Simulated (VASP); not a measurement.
A run of VASP 6.6.1 is set up as follows.

Contents of INCAR:

```
SYSTEM = SbOs
PREC = Accurate ; ENCUT = 520
EDIFF = 1E-6 ; ISMEAR = -1
SIGMA = 0.05 ; LREAL = .False.
LASPH = .True. ; NELM = 60
ALGO = Normal ; ISIF = 2
LWAVE = .False. ; LCHARG = .True.
GGA = PE ; LELF = .True.
LVHAR = .True. ; NBANDS = 14
```

Contents of KPOINTS:

```
regular mesh
0
Gamma
  12 12 12
  0 0 0
```

POSCAR

```
SbOs
1.0
    3.0042577168      0.0000000000      0.0000000000
    0.0000000000      3.0042577168      0.0000000000
    0.0000000000      0.0000000000      3.0042577168
Os Sb
1 1
Direct
    0.0000000000      0.0000000000      0.0000000000
    0.5000000000      0.5000000000      0.5000000000
```

Potentials or basis: VASP PAW PBE potentials, release 64 (Os, Sb).

Run with:

```console
$ cat potpaw_PBE.64/Os/POTCAR potpaw_PBE.64/Sb/POTCAR > POTCAR
$ mpirun -np 1 vasp_std > vasp.out
```

Task: Predict the pressure.

Result: 100.8 GPa.
